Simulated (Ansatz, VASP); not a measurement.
# One calculation of O, two programs

```xyz
2
Lattice="0.0000 1.6215 4.6454 1.6270 0.0000 4.6454 1.6270 1.6215 0.0000" Properties=species:S:1:pos:R:3 pbc="T T T"
O     1.6270    1.6215    0.6272
O     1.6270    1.6215    8.6636
```

Change from the starting cell: volume 12.255 Å^3 an atom, stretch along c over the lengths across it, relative to the relaxed cell 1.0621.

Alike in both runs: task single point; functional PBEsol; k mesh 22 × 22 × 22; occupations gaussian, width 0.15 eV; no spin polarisation.

|  | VASP | Ansatz |
| --- | --- | --- |
| version | VASP 6.6.1 | Ansatz 0.2.0 |
| potentials or method | VASP PAW PBE potentials, release 64 (O), cutoff 600 eV | scalar-relativistic, plane waves, PAW |
| valence electrons in the cell | 12 | 12 |

```tsv
	VASP	Ansatz	Ansatz less VASP
gap on the k mesh at the Fermi level (eV)	none	none	-
pressure (GPa)	-3.9	-6.2	-2.23
traceless stress, the component that is largest in VASP (GPa)	-14.37	-19.37	-5.001
rms of the force components (eV/Å)	1.245	1.796	+0.5505
```

VASP's potentials were made for PBE, not for PBEsol. Atom by atom the forces differ by 0.550 eV/Å (rms over components). A gap of «none» marks a metal or a gap that the smearing closes.

Noted on VASP's run: the standard files for N, O and F lose accuracy on very short bonds; spin is off for a triplet molecule.
